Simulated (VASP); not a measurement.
# Mo (I4/mmm) in VASP: notebook, part 2 of 2

VASP 6.6.1.

## (4) Single point, PBE

Input file INCAR:

```
  PREC = Accurate
  ENCUT = 520
  EDIFF = 1E-6
  ISMEAR = 0
  SIGMA = 0.15
  LREAL = False
  LASPH = True
  NELM = 100
  ALGO = Fast
  ISIF = 2
  LWAVE = False
  LCHARG = False
  GGA = PE
  NBANDS = 13
```

Input file KPOINTS:

```
Automatic mesh
0
Gamma
  24 24 24
```

Input file POSCAR:

```
Mo
1.0
   -1.4394449738      1.4394449738      1.8712784660
    1.4394449738     -1.4394449738      1.8712784660
    1.4394449738      1.4394449738     -1.8712784660
Mo
1
Direct
    0.0000000000      0.0000000000      0.0000000000
```

Potentials or basis: VASP PAW PBE potentials, release 64 (Mo_sv).

The run is started by

```sh
$ cat potpaw_PBE.64/Mo_sv/POTCAR > POTCAR
$ mpirun -np 1 vasp_std > vasp.out
```

OUTCAR:

```text
PREC = Accurate
   ENCUT = 520
   EDIFF = 1E-6
   ISMEAR = 0
   LREAL = False
   LASPH = True
   NELM = 100
   ISIF = 2
   GGA = PE

 ion  position               nearest neighbor table
   1  0.000  0.000  0.000-

  LATTYP: Found a body centered tetragonal cell.
 ALAT       =     2.8788899476
 C/A-ratio  =     1.3000000000

  Lattice vectors:

 A1 = (  -1.4394449738,   1.4394449738,   1.8712784660)
 A2 = (   1.4394449738,  -1.4394449738,   1.8712784660)
 A3 = (   1.4394449738,   1.4394449738,  -1.8712784660)

Analysis of symmetry for initial positions (statically):
=====================================================================
 Subroutine PRICEL returns:
 Original cell was already a primitive cell.

 Routine SETGRP: Setting up the symmetry group for a
 body centered tetragonal supercell.

 Subroutine GETGRP returns: Found 16 space group operations
 (whereof 16 operations were pure point group operations)
 out of a pool of 16 trial point group operations.

The static configuration has the point symmetry D_4h.

Analysis of symmetry for dynamics (positions and initial velocities):
=====================================================================
 Subroutine PRICEL returns:
 Original cell was already a primitive cell.

 Routine SETGRP: Setting up the symmetry group for a
 body centered tetragonal supercell.

 Subroutine GETGRP returns: Found 16 space group operations
 (whereof 16 operations were pure point group operations)
 out of a pool of 16 trial point group operations.

The dynamic configuration has the point symmetry D_4h.

 Subroutine INISYM returns: Found 16 space group operations
 (whereof 16 operations are pure point group operations),
 and found     1 'primitive' translations

----------------------------------------------------------------------------------------

                                     Primitive cell

  volume of cell :      15.5092

  direct lattice vectors                    reciprocal lattice vectors
    -1.439444974  1.439444974  1.871278466     0.000000000  0.347356105  0.267197004
     1.439444974 -1.439444974  1.871278466     0.347356105  0.000000000  0.267197004
     1.439444974  1.439444974 -1.871278466     0.347356105  0.347356105  0.000000000

  length of vectors
     2.765083500  2.765083500  2.765083500     0.438235671  0.438235671  0.491235715

  position of ions in fractional coordinates (direct lattice)
     0.000000000  0.000000000  0.000000000

  ion indices of the primitive-cell ions
   primitive index   ion index
                 1           1

----------------------------------------------------------------------------------------

 KPOINTS: Automatic mesh

Automatic generation of k-mesh.
 Grid dimensions read from file:
 generate k-points for:   24   24   24

 Generating k-lattice:

  Cartesian coordinates                     Fractional coordinates (reciprocal lattice)
     0.000000000  0.014473171  0.011133209     0.041666667  0.000000000  0.000000000
     0.014473171  0.000000000  0.011133209     0.000000000  0.041666667  0.000000000
     0.014473171  0.014473171  0.000000000     0.000000000  0.000000000  0.041666667

  Length of vectors
     0.018259820  0.018259820  0.020468155

  Shift w.r.t. Gamma in fractional coordinates (k-lattice)
     0.000000000  0.000000000  0.000000000

 Subroutine IBZKPT returns following result:
 ===========================================

 Found   1063 irreducible k-points:

 Following reciprocal coordinates:
            Coordinates               Weight
  0.000000  0.000000  0.000000      1.000000
  0.041667  0.000000  0.000000      8.000000
  0.083333  0.000000  0.000000      8.000000
  0.125000  0.000000  0.000000      8.000000
  0.166667  0.000000  0.000000      8.000000
  0.208333  0.000000 -0.000000      8.000000
[... 16 lines left out ...]
  0.416667  0.041667  0.000000     16.000000
  0.458333  0.041667  0.000000     16.000000
 [... further k-points ...]
   k-points           NKPTS =   1063   k-points in BZ     NKDIM =   1063   number of bands    NBANDS=     13
   number of dos      NEDOS =    301   number of ions     NIONS =      1
   total plane-waves  NPLWV =  13824
   dimension x,y,z NGX =    24 NGY =   24 NGZ =   24
   dimension x,y,z NGXF=    48 NGYF=   48 NGZF=   48
   ions per type =               1
   NGX,Y,Z   is equivalent  to a cutoff of  14.43, 14.43, 14.43 a.u.
   NGXF,Y,Z  is equivalent  to a cutoff of  28.86, 28.86, 28.86 a.u.
 SYSTEM =  unknown system
   PREC   = accura    normal or accurate (medium, high low for compatibility)
   ISTART =      0    job   : 0-new  1-cont  2-samecut
   ICHARG =      2    charge: 1-file 2-atom 10-const
   ISPIN  =      1    spin polarized calculation?
   LNONCOLLINEAR =      F non collinear calculations
   LSORBIT =      F    spin-orbit coupling
   LASPH  =      T    aspherical Exc in radial PAW
   ENCUT  =  520.0 eV  38.22 Ry    6.18 a.u.   5.14  5.14  5.14*2*pi/ulx,y,z
   NELM   =    100;   NELMIN=  2; NELMDL= -5     # of ELM steps
   EDIFF  = 0.1E-05   stopping-criterion for ELM
   LREAL  =      F    real-space projection
   EDIFFG = 0.1E-04   stopping-criterion for IOM
   NSW    =      0    number of steps for IOM
   IBRION =     -1    ionic relax: 0-MD 1-quasi-New 2-CG
   NFREE  =      0    steps in history (QN), initial steepest desc. (CG)
   ISIF   =      2    stress and relaxation
   ISYM   =      2    0-nonsym 1-usesym 2-fastsym
   POTIM  = 0.5000    time-step for ionic-motion
   TEBEG  =    0.0;   TEEND  =   0.0 temperature during run
   PSTRESS=    0.0 pullay stress
   NELECT =      14.0000    total number of electrons
   NUPDOWN=      -1.0000    fix difference up-down
   EMIN   =  10.00;   EMAX   =-10.00  energy-range for DOS
   EFERMI =   0.00;   METHOD = LEGACY
   ISMEAR =     0;   SIGMA  =   0.15  broadening in eV -4-tet -1-fermi 0-gaus
   EFERMI_NEDOS =   21; number of points for ismear=-14 and -15
   IALGO  =     68    algorithm
   IMIX   =      4    mixing-type and parameters
     AMIX     =   0.40;   BMIX     =  1.00
     AMIX_MAG =   1.60;   BMIX_MAG =  1.00
  volume/ion in A,a.u.               =      15.51       104.66
  Fermi-wavevector in a.u.,A,eV,Ry     =   1.582176  2.989878 34.059184  2.503279
  Thomas-Fermi vector in A             =   2.682139
   LORBIT       =      0    0 simple, 1 ext, 2 COOP (PROOUT), +10 PAW based schemes
   GGA     = PE    functional components
   LHFCALC =     F    Hartree Fock is set to
   AEXX    =    0.0000 exact exchange contribution
   IVDW    =     0    specifies the selected vdW correction
   LEPSILON=     F    determine dielectric tensor
   LRPA    =     F    only Hartree local field effects (RPA)
 non-spin polarized calculation
 RMM-DIIS sequential band-by-band and
 Gauss-broadening in eV      SIGMA  =   0.15
  energy-cutoff  :      520.00
  volume of cell :       15.51
 maximum number of plane-waves:       435
 NGX is ok and might be reduce to    24
   NGX = 11   NGY = 11   NGZ = 11

 number of electron      13.9999998 magnetization

 Free energy of the ion-electron system (eV)
  ---------------------------------------------------
  ext. energy  EPLUGINS =         0.00000000
  ---------------------------------------------------
  free energy    TOTEN  =       -10.55303181 eV

  energy without entropy =      -10.53888721  energy(sigma->0) =      -10.54595951

 E-fermi :  12.4288     XC(G=0): -13.4195

 val. band max:       12.4279116012   @ k =  -0.3750  -0.4583   0.0417
 cond. band min:      12.4312701928   @ k =  -0.3333   0.3750   0.3333
 fundamental gap:      0.0033585916
 Fermi energy:        12.4288018427

 k-point     1 :       0.0000    0.0000    0.0000
  band No.  band energies     occupation
      1     -48.4372      2.00000
      2     -21.7171      2.00000
      3     -21.7171      2.00000
      4     -21.6747      2.00000
      5       5.4657      2.00000
      6      11.2378      2.00000
      7      11.2378      2.00000
      8      12.2342      1.93345
      9      13.5859      0.00000
     10      14.9080      0.00000
     11      25.5235      0.00000
     12      29.8775      0.00000
     13      29.8775      0.00000
[... 353 lines left out ...]
 k-point    24 :       0.4583    0.0417    0.0000
  band No.  band energies     occupation
      1     -48.1784      2.00000
      2     -23.1334      2.00000
      3     -21.9972      2.00000
      4     -21.8039      2.00000
      5       7.5798      2.00000
      6      10.7369      2.00000
      7      11.9970      1.99995
      8      13.6991      0.00000
      9      16.1031      0.00000
     10      16.9925      0.00000
     11      23.9047      0.00000
     12      25.3105      0.00000
     13      31.3230      0.00000

 [... further k-points ...]

------------------------ aborting loop because EDIFF is reached ----------------------------------------

  FORCE on cell =-STRESS in cart. coord.  units (eV):
  Direction    XX          YY          ZZ          XY          YZ          ZX
  --------------------------------------------------------------------------------------
  -------------------------------------------------------------------------------------
  Total        1.4376833      1.4376833     -0.2330553      0.0000000     -0.0000000      0.0000000
  in kB      148.5201090    148.5201090    -24.0758125      0.0000000     -0.0000000      0.0000000
  external PRESSURE =      90.9881352 kB  Pullay stress =       0.0000000 kB

 VOLUME and BASIS-vectors are now :
 -----------------------------------------------------------------------------
  energy-cutoff  :      520.00
  volume of cell :       15.51
      direct lattice vectors                 reciprocal lattice vectors
    -1.439444974  1.439444974  1.871278466     0.000000000  0.347356105  0.267197004
     1.439444974 -1.439444974  1.871278466     0.347356105  0.000000000  0.267197004
     1.439444974  1.439444974 -1.871278466     0.347356105  0.347356105  0.000000000

 POSITION                                       TOTAL-FORCE (eV/Angst)
 -----------------------------------------------------------------------------------
      0.00000      0.00000      0.00000        -0.000000      0.000000     -0.000000
 -----------------------------------------------------------------------------------
    total drift:                               -0.000000      0.000000      0.000000

  FREE ENERGIE OF THE ION-ELECTRON SYSTEM (eV)
  ---------------------------------------------------
  free  energy   TOTEN  =       -10.5530318115 eV

  energy  without entropy=      -10.5388872140  energy(sigma->0) =      -10.54595951
```

OSZICAR:

```text
N       E                     dE             d eps       ncg     rms          rms(c)
DAV:   1     0.931369682117E+02    0.93137E+02   -0.80526E+03 27927   0.111E+03
DAV:   2    -0.995635730623E+01   -0.10309E+03   -0.99401E+02 31698   0.312E+02
DAV:   3    -0.111431928447E+02   -0.11868E+01   -0.11821E+01 30938   0.332E+01
DAV:   4    -0.111458602337E+02   -0.26674E-02   -0.26673E-02 30968   0.192E+00
DAV:   5    -0.111458770445E+02   -0.16811E-04   -0.16812E-04 31258   0.136E-01    0.145E+01
RMM:   6    -0.106271443698E+02    0.51873E+00   -0.61448E-01 27646   0.737E+00    0.445E+00
RMM:   7    -0.105560243227E+02    0.71120E-01   -0.18065E-01 28349   0.394E+00    0.872E-01
RMM:   8    -0.105531896175E+02    0.28347E-02   -0.92536E-03 31283   0.105E+00    0.129E-01
RMM:   9    -0.105530413599E+02    0.14826E-03   -0.90580E-04 31522   0.312E-01    0.462E-02
RMM:  10    -0.105530332535E+02    0.81064E-05   -0.13912E-04 32169   0.127E-01    0.122E-02
RMM:  11    -0.105530321214E+02    0.11321E-05   -0.13910E-05 31434   0.427E-02    0.199E-03
RMM:  12    -0.105530318115E+02    0.30991E-06   -0.36511E-06 23856   0.181E-02
   1 F= -.10553032E+02 E0= -.10545960E+02  d E =-.141446E-01
```

Run time: 2.3 min. Hardware: 1 thread of AMD EPYC 9R45 (Zen 5), shared host; peak memory 0.28 GiB.

What came out:

```yaml
Free_energy: -10.5530 eV
Pressure: 9.1 GPa
Band_gap_on_the_k_mesh: zero (bands 7 and 8 overlap by 4.78 eV)
```

Stress tensor (GPa, compression positive):
```
14.85  0.00  0.00
 0.00 14.85  0.00
 0.00  0.00 -2.41
```

Caveat: the cell stands under pressure.

## (5) Single point, PBE

Input file INCAR:

```
SYSTEM = Mo
  ALGO = Fast
  EDIFF = 1E-7
  ENCUT = 520
  GGA = PE
  ISIF = 2
  ISMEAR = 0
  LASPH = .TRUE.
  LCHARG = .FALSE.
  LREAL = .FALSE.
  LWAVE = .FALSE.
  NBANDS = 13
  NELM = 80
  PREC = Accurate
  SIGMA = 0.15
```

Input file KPOINTS:

```
k-points
0
G
  24 24 24
  0 0 0
```

Input file POSCAR:

```
Mo
1.0
   -1.6152766284      1.6152766284      1.4860544981
    1.6152766284     -1.6152766284      1.4860544981
    1.6152766284      1.6152766284     -1.4860544981
Mo
1
Direct
    0.0000000000      0.0000000000      0.0000000000
```

The run is started by

```sh
$ cat potpaw_PBE.64/Mo_sv/POTCAR > POTCAR
$ mpirun -np 1 vasp_std > vasp.out
```

It took 1.8 min on 1 thread of AMD EPYC 9R45 (Zen 5), shared host; peak memory 0.26 GiB.

Results (log left out):

* Free energy: -10.8629 eV
* Pressure: 6.4 GPa
* Band gap on the k mesh: zero (bands 7 and 8 overlap by 5.28 eV)

Stress tensor (GPa, compression positive):
```
-2.30  0.00  0.00
 0.00 -2.30  0.00
 0.00  0.00 23.69
```

Levels at points of the mesh, in eV from the Fermi level:
```tsv
k point	band 4	band 5	band 6	band 7	band 8	band 9	band 10	band 11
(0.00, 0.00, 0.00)	-34.48	-7.25	-1.99	-0.97	-0.97	0.95	2.26	14.38
(0.50, 0.00, 0.00)	-34.58	-5.40	-3.74	1.68	1.93	3.02	4.79	11.92
(0.50, 0.50, 0.00)	-34.49	-5.28	-2.68	0.85	1.22	1.95	4.67	11.25
(0.50, 0.50, 0.50)	-35.31	-5.59	-5.38	3.96	3.96	4.24	8.41	8.41
```

Caveat: the cell stands under pressure.

## (6) The runs side by side

| cell | further INCAR settings | gap on the mesh (eV) | pressure (GPa) |
| --- | --- | --- | --- |
| a = 2.742 Å, angles 114.7, 114.7, 99.4°, 1 atom | ALGO = Fast; EDIFF = 1e-07; NBANDS = 13 | none | 8.5 |
| a = 2.756 Å, angles 103.5, 103.5, 122.2°, 1 atom | ALGO = Fast; EDIFF = 1e-07; NBANDS = 13 | none | 12.2 |
| a = 2.765 Å, angles 117.3, 117.3, 94.8°, 1 atom | ALGO = Fast; EDIFF = 1e-06; NBANDS = 13 | none | 9.1 |
| a = 2.725 Å, angles 107.3, 107.3, 113.9°, 1 atom | ALGO = Fast; EDIFF = 1e-07; NBANDS = 13 | none | 6.4 |

Alike in all rows: task single point; level PBE; potentials or basis VASP PAW PBE potentials, release 64 (Mo_sv); no spin polarisation; k mesh 24 × 24 × 24; cutoff (eV) 520; smearing gaussian 0.15 eV.

Caveats: the cell stands under pressure.

Absolute energies hang on the potentials; compare differences alone.
